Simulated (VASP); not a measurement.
# SiBi2Te5 (Cmcm) in VASP: single point with PBE

Aim: the single point of SiBi2Te5 with PBE.

All numbers are computed with VASP 6.6.1; they aren't measurements. Logs are shortened: lines on timing, memory, paths and dates and some standing lists are left out, and cuts for length are marked.

### Step 1. The cell of the first run

The structure is orthorhombic, space group Cmcm (No. 63). Conventional cell: a = 6.214 Å, b = 14.972 Å, c = 12.599 Å, α = 90.00°, β = 90.00°, γ = 90.00°. Within 3.5 Å of Si (site symmetry m2m) lie 6 Te at 2.69 to 3.13 Å. Bi (site symmetry m) has 6 Te at 3.05 to 3.30 Å within 4.0 Å. Within 4.0 Å of Te (site symmetry m) lie 2 Te at 3.03 to 3.37 Å and 2 Bi at 3.13 to 3.30 Å and 1 Si at 3.13 Å. Within 3.5 Å of Te (site symmetry m) lie 1 Si at 2.69 Å and 3 Bi at 3.13 to 3.17 Å. Within 4.0 Å of Te (site symmetry m2m) lie 2 Bi at 3.05 Å and 2 Si at 3.12 Å.

### Step 2. Single point, PBE

Input file INCAR:

```
PREC = Accurate
ENCUT = 520
EDIFF = 1E-6
ISMEAR = 0
SIGMA = 0.2
LREAL = Auto
LASPH = True
NELM = 100
ALGO = Normal
ISIF = 2
LWAVE = False
LCHARG = False
GGA = PE
NBANDS = 78
```

Input file KPOINTS:

```
Automatic mesh
0
Gamma
  4 4 2
```

Input file POSCAR:

```
SiBi2Te5
1.0
    3.1070120388     -7.4861672017      0.0000000000
    3.1070120388      7.4861672017      0.0000000000
    0.0000000000      0.0000000000     12.5990408355
Si Bi Te
2 4 10
Direct
    0.7889228809      0.2110771191      0.7500000000
    0.2110771191      0.7889228809      0.2500000000
    0.1738977063      0.8261022937      0.5671268635
    0.1738977063      0.8261022937      0.9328731365
    0.8261022937      0.1738977063      0.0671268635
    0.8261022937      0.1738977063      0.4328731365
    0.9718223007      0.0281776993      0.6295689450
    0.9718223007      0.0281776993      0.8704310550
    0.6646857971      0.3353142029      0.9039509085
    0.6646857971      0.3353142029      0.5960490915
    0.0281776993      0.9718223007      0.1295689450
    0.0281776993      0.9718223007      0.3704310550
    0.3353142029      0.6646857971      0.4039509085
    0.3353142029      0.6646857971      0.0960490915
    0.6923232619      0.3076767381      0.2500000000
    0.3076767381      0.6923232619      0.7500000000
```

Potentials or basis: VASP PAW PBE potentials, release 64 (Si, Bi_d, Te).

Started as:

```console
$ cat potpaw_PBE.64/Si/POTCAR potpaw_PBE.64/Bi_d/POTCAR potpaw_PBE.64/Te/POTCAR > POTCAR
$ mpirun -np 1 vasp_std > vasp.out
```

OUTCAR:

```text
PREC = Accurate
   ENCUT = 520
   EDIFF = 1E-6
   ISMEAR = 0
   LREAL = Auto
   LASPH = True
   NELM = 100
   ISIF = 2
   GGA = PE

 ion  position               nearest neighbor table
   1  0.789  0.211  0.750-   9 2.69  10 2.69  16 3.12  16 3.12   8 3.13   7 3.13
   2  0.211  0.789  0.250-  13 2.69  14 2.69  15 3.12  15 3.12  12 3.13  11 3.13
   3  0.174  0.826  0.567-  16 3.05   7 3.13  10 3.13  10 3.13  13 3.17  12 3.30
   4  0.174  0.826  0.933-  16 3.05   8 3.13   9 3.13   9 3.13  14 3.17  11 3.30
   5  0.826  0.174  0.067-  15 3.05  11 3.13  14 3.13  14 3.13   9 3.17   8 3.30
   6  0.826  0.174  0.433-  15 3.05  12 3.13  13 3.13  13 3.13  10 3.17   7 3.30
   7  0.972  0.028  0.630-   8 3.03   3 3.13   1 3.13   6 3.30  12 3.37
   8  0.972  0.028  0.870-   7 3.03   4 3.13   1 3.13   5 3.30  11 3.37
   9  0.665  0.335  0.904-   1 2.69   4 3.13   4 3.13   5 3.17
  10  0.665  0.335  0.596-   1 2.69   3 3.13   3 3.13   6 3.17
  11  0.028  0.972  0.130-  12 3.03   5 3.13   2 3.13   4 3.30   8 3.37
  12  0.028  0.972  0.370-  11 3.03   6 3.13   2 3.13   3 3.30   7 3.37
  13  0.335  0.665  0.404-   2 2.69   6 3.13   6 3.13   3 3.17
  14  0.335  0.665  0.096-   2 2.69   5 3.13   5 3.13   4 3.17
  15  0.692  0.308  0.250-   5 3.05   6 3.05   2 3.12   2 3.12
  16  0.308  0.692  0.750-   3 3.05   4 3.05   1 3.12   1 3.12

  LATTYP: Found a base centered orthorhombic cell.
 ALAT       =     6.2140240776
 B/A-ratio  =     2.4094426118
 C/A-ratio  =     2.0275172220

  Lattice vectors:

 A1 = (   3.1070120388,  -7.4861672017,   0.0000000000)
 A2 = (   3.1070120388,   7.4861672017,   0.0000000000)
 A3 = (   0.0000000000,   0.0000000000,  12.5990408355)

Analysis of symmetry for initial positions (statically):
=====================================================================
 Subroutine PRICEL returns:
 Original cell was already a primitive cell.

 Routine SETGRP: Setting up the symmetry group for a
 base centered orthorhombic supercell.

 Subroutine GETGRP returns: Found  8 space group operations
 (whereof  4 operations were pure point group operations)
 out of a pool of  8 trial point group operations.

The static configuration has the point symmetry C_2h.
 The point group associated with its full space group is D_2h.

Analysis of symmetry for dynamics (positions and initial velocities):
=====================================================================
 Subroutine PRICEL returns:
 Original cell was already a primitive cell.

 Routine SETGRP: Setting up the symmetry group for a
 base centered orthorhombic supercell.

 Subroutine GETGRP returns: Found  8 space group operations
 (whereof  4 operations were pure point group operations)
 out of a pool of  8 trial point group operations.

The dynamic configuration has the point symmetry C_2h.
 The point group associated with its full space group is D_2h.

 Subroutine INISYM returns: Found  8 space group operations
 (whereof  4 operations are pure point group operations),
 and found     1 'primitive' translations

----------------------------------------------------------------------------------------

                                     Primitive cell

  volume of cell :     586.0976

  direct lattice vectors                    reciprocal lattice vectors
     3.107012039 -7.486167202  0.000000000     0.160926316 -0.066789852  0.000000000
     3.107012039  7.486167202  0.000000000     0.160926316  0.066789852  0.000000000
     0.000000000  0.000000000 12.599040836     0.000000000  0.000000000  0.079371121

  length of vectors
     8.105320671  8.105320671 12.599040836     0.174235942  0.174235942  0.079371121

  position of ions in fractional coordinates (direct lattice)
     0.788922881  0.211077119  0.750000000
     0.211077119  0.788922881  0.250000000
     0.173897706  0.826102294  0.567126864
     0.173897706  0.826102294  0.932873136
     0.826102294  0.173897706  0.067126864
     0.826102294  0.173897706  0.432873136
[... 8 lines left out ...]
     0.692323262  0.307676738  0.250000000
     0.307676738  0.692323262  0.750000000

  ion indices of the primitive-cell ions
   primitive index   ion index
                 1           1
                 2           2
                 3           3
                 4           4
                 5           5
                 6           6
[... 8 lines left out ...]
                15          15
                16          16

----------------------------------------------------------------------------------------

 KPOINTS: Automatic mesh

Automatic generation of k-mesh.
 Grid dimensions read from file:
 generate k-points for:    4    4    2

 Generating k-lattice:

  Cartesian coordinates                     Fractional coordinates (reciprocal lattice)
     0.040231579 -0.016697463  0.000000000     0.250000000  0.000000000  0.000000000
     0.040231579  0.016697463  0.000000000     0.000000000  0.250000000  0.000000000
     0.000000000  0.000000000  0.039685561     0.000000000  0.000000000  0.500000000

  Length of vectors
     0.043558985  0.043558985  0.039685561

  Shift w.r.t. Gamma in fractional coordinates (k-lattice)
     0.000000000  0.000000000  0.000000000

 Subroutine IBZKPT returns following result:
 ===========================================

 Found     14 irreducible k-points:

 Following reciprocal coordinates:
            Coordinates               Weight
  0.000000  0.000000  0.000000      1.000000
  0.250000 -0.000000  0.000000      4.000000
  0.500000 -0.000000  0.000000      2.000000
  0.250000  0.250000  0.000000      2.000000
  0.500000  0.250000  0.000000      4.000000
 -0.250000  0.250000  0.000000      2.000000
  0.500000  0.500000  0.000000      1.000000
  0.000000  0.000000  0.500000      1.000000
  0.250000 -0.000000  0.500000      4.000000
  0.500000 -0.000000  0.500000      2.000000
  0.250000  0.250000  0.500000      2.000000
  0.500000  0.250000  0.500000      4.000000
 -0.250000  0.250000  0.500000      2.000000
  0.500000  0.500000  0.500000      1.000000
   k-points           NKPTS =     14   k-points in BZ     NKDIM =     14   number of bands    NBANDS=     78
   number of dos      NEDOS =    301   number of ions     NIONS =     16
   total plane-waves  NPLWV = 345600
   dimension x,y,z NGX =    60 NGY =   60 NGZ =   96
   dimension x,y,z NGXF=   120 NGYF=  120 NGZF=  192
   ions per type =               2   4  10
   NGX,Y,Z   is equivalent  to a cutoff of  12.31, 12.31, 12.67 a.u.
   NGXF,Y,Z  is equivalent  to a cutoff of  24.61, 24.61, 25.33 a.u.
 SYSTEM =  unknown system
   PREC   = accura    normal or accurate (medium, high low for compatibility)
   ISTART =      0    job   : 0-new  1-cont  2-samecut
   ICHARG =      2    charge: 1-file 2-atom 10-const
   ISPIN  =      1    spin polarized calculation?
   LNONCOLLINEAR =      F non collinear calculations
   LSORBIT =      F    spin-orbit coupling
   LASPH  =      T    aspherical Exc in radial PAW
   ENCUT  =  520.0 eV  38.22 Ry    6.18 a.u.  15.07 15.07 23.43*2*pi/ulx,y,z
   NELM   =    100;   NELMIN=  2; NELMDL= -5     # of ELM steps
   EDIFF  = 0.1E-05   stopping-criterion for ELM
   LREAL  =      T    real-space projection
   EDIFFG = 0.1E-04   stopping-criterion for IOM
   NSW    =      0    number of steps for IOM
   IBRION =     -1    ionic relax: 0-MD 1-quasi-New 2-CG
   NFREE  =      0    steps in history (QN), initial steepest desc. (CG)
   ISIF   =      2    stress and relaxation
   ISYM   =      2    0-nonsym 1-usesym 2-fastsym
   POTIM  = 0.5000    time-step for ionic-motion
   TEBEG  =    0.0;   TEEND  =   0.0 temperature during run
   PSTRESS=    0.0 pullay stress
   NELECT =     128.0000    total number of electrons
   NUPDOWN=      -1.0000    fix difference up-down
   EMIN   =  10.00;   EMAX   =-10.00  energy-range for DOS
   EFERMI =   0.00;   METHOD = LEGACY
   ISMEAR =     0;   SIGMA  =   0.20  broadening in eV -4-tet -1-fermi 0-gaus
   EFERMI_NEDOS =   21; number of points for ismear=-14 and -15
   IALGO  =     38    algorithm
   IMIX   =      4    mixing-type and parameters
     AMIX     =   0.40;   BMIX     =  1.00
     AMIX_MAG =   1.60;   BMIX_MAG =  1.00
  volume/ion in A,a.u.               =      36.63       247.20
  Fermi-wavevector in a.u.,A,eV,Ry     =   0.985874  1.863032 13.224155  0.971948
  Thomas-Fermi vector in A             =   2.117213
   LORBIT       =      0    0 simple, 1 ext, 2 COOP (PROOUT), +10 PAW based schemes
   GGA     = PE    functional components
   LHFCALC =     F    Hartree Fock is set to
   AEXX    =    0.0000 exact exchange contribution
   IVDW    =     0    specifies the selected vdW correction
   LEPSILON=     F    determine dielectric tensor
   LRPA    =     F    only Hartree local field effects (RPA)
 non-spin polarized calculation
 Gauss-broadening in eV      SIGMA  =   0.20
  energy-cutoff  :      520.00
  volume of cell :      586.10
 maximum number of plane-waves:     15876
   NGX = 31   NGY = 31   NGZ = 47

 number of electron     127.9999993 magnetization

 Free energy of the ion-electron system (eV)
  ---------------------------------------------------
  ext. energy  EPLUGINS =         0.00000000
  ---------------------------------------------------
  free energy    TOTEN  =       -57.18992100 eV

  energy without entropy =      -57.05733929  energy(sigma->0) =      -57.12363014

 E-fermi :   4.5630     XC(G=0):  -8.5660

 val. band max:        4.5522060663   @ k =   0.5000  -0.0000   0.0000
 cond. band min:       4.5778384283   @ k =   0.5000   0.2500   0.0000
 fundamental gap:      0.0256323619
 Fermi energy:         4.5630070963

 k-point     1 :       0.0000    0.0000    0.0000
  band No.  band energies     occupation
      1     -18.6429      2.00000
      2     -18.6413      2.00000
      3     -18.6376      2.00000
      4     -18.6350      2.00000
      5     -18.6274      2.00000
      6     -18.6267      2.00000
[... 68 lines left out ...]
     75       7.6353      0.00000
     76       8.0731      0.00000
[... 1025 lines left out ...]
     75       7.5239      0.00000
     76       7.5239      0.00000
 [bands above 76 left out]

------------------------ aborting loop because EDIFF is reached ----------------------------------------

  FORCE on cell =-STRESS in cart. coord.  units (eV):
  Direction    XX          YY          ZZ          XY          YZ          ZX
  --------------------------------------------------------------------------------------
  -------------------------------------------------------------------------------------
  Total       -0.3539568     -0.0477579     -0.2573283      0.0000000      0.0000000      0.0000000
  in kB       -0.9675889     -0.1305526     -0.7034420      0.0000000      0.0000000      0.0000000
  external PRESSURE =      -0.6005278 kB  Pullay stress =       0.0000000 kB

 VOLUME and BASIS-vectors are now :
 -----------------------------------------------------------------------------
  energy-cutoff  :      520.00
  volume of cell :      586.10
      direct lattice vectors                 reciprocal lattice vectors
     3.107012039 -7.486167202  0.000000000     0.160926316 -0.066789852  0.000000000
     3.107012039  7.486167202  0.000000000     0.160926316  0.066789852  0.000000000
     0.000000000  0.000000000 12.599040836     0.000000000  0.000000000  0.079371121

 POSITION                                       TOTAL-FORCE (eV/Angst)
 -----------------------------------------------------------------------------------
      3.10701     -4.32585      9.44928         0.000000      0.026028      0.000000
      3.10701      4.32585      3.14976         0.000000     -0.026028      0.000000
      3.10701      4.88251      7.14525         0.000000      0.006627     -0.004381
      3.10701      4.88251     11.75331         0.000000      0.006627      0.004381
      3.10701     -4.88251      0.84573         0.000000     -0.006627     -0.004381
      3.10701     -4.88251      5.45379         0.000000     -0.006627      0.004381
[... 8 lines left out ...]
      3.10701     -2.87953      3.14976         0.000000      0.001943      0.000000
      3.10701      2.87953      9.44928         0.000000     -0.001943      0.000000
 -----------------------------------------------------------------------------------
    total drift:                               -0.000000     -0.000000      0.000000

  FREE ENERGIE OF THE ION-ELECTRON SYSTEM (eV)
  ---------------------------------------------------
  free  energy   TOTEN  =       -57.1899209992 eV

  energy  without entropy=      -57.0573392878  energy(sigma->0) =      -57.12363014
```

Run time: 19 min. Hardware: 1 thread of Intel Xeon 6975P-C, shared host; peak memory 0.93 GiB.

Results:

| Item | Value |
| --- | --- |
| Free energy | -57.1899 eV |
| Pressure | -0.1 GPa |
| Largest force | 0.040 eV/Å |
| Band gap on the k mesh | zero (band 64 reaches 4.58 eV, above the bottom of band 65 at 4.44 eV) |

Forces in eV/Å, atoms in the order of the input:
```
Si   0.000  0.026  0.000
Si   0.000 -0.026  0.000
Bi   0.000  0.007 -0.004
Bi   0.000  0.007  0.004
Bi   0.000 -0.007 -0.004
Bi   0.000 -0.007  0.004
Te   0.000 -0.018 -0.036
Te   0.000 -0.018  0.036
Te   0.000  0.010  0.037
Te   0.000  0.010 -0.037
Te   0.000  0.018 -0.036
Te   0.000  0.018  0.036
Te   0.000 -0.010  0.037
Te   0.000 -0.010 -0.037
Te   0.000  0.002  0.000
Te   0.000 -0.002  0.000
```

Caveat: spin-orbit coupling is left out, which moves the levels of the heavy elements.
